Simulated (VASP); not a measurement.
A run of VASP 6.6.1 is set up as follows.

File INCAR:

```
SYSTEM = TaN
PREC = Accurate
ENCUT = 520
EDIFF = 1E-8
ISMEAR = -1
SIGMA = 0.01
LREAL = .FALSE.
LASPH = .TRUE.
NELM = 120
ALGO = Normal
ISIF = 2
LWAVE = .FALSE.
LCHARG = .FALSE.
GGA = PS
LEFG = .TRUE.
NBANDS = 24
GGA_COMPAT = .FALSE.
```

Contents of KPOINTS:

```
Automatic mesh
0
G
  9 9 5
  0 0 0
```

The input POSCAR:

```
TaN
1.0
    3.0500010905      0.0000000000      0.0000000000
   -1.5250005453      2.6413784260      0.0000000000
    0.0000000000      0.0000000000      4.9400000000
Ta N
2 2
Direct
    0.3333333333      0.6666666667      0.0000000000
    0.6666666667      0.3333333333      0.5000000000
    0.3333333333      0.6666666667      0.3850000000
    0.6666666667      0.3333333333      0.8850000000
```

Potentials or basis: VASP PAW PBE potentials, release 64 (Ta_pv, N).

The run is started by

```sh
$ cat potpaw_PBE.64/Ta_pv/POTCAR potpaw_PBE.64/N/POTCAR > POTCAR
$ mpirun -np 1 vasp_std > vasp.out
```

Task: Predict the largest force.

Result: 2.319 eV/Å.

Task: What does it give for the pressure?

Result: 129.5 GPa.

Stress tensor (GPa, compression positive):
```
137.90   0.00   0.00
  0.00 137.90   0.00
  0.00   0.00 112.75
```

Caveat: without QUAD_EFG the Cq values of the log hold for a quadrupole moment of 1 mb, not for the nuclei; the PAW data sets were made with another functional, which shifts forces and pressure a little.
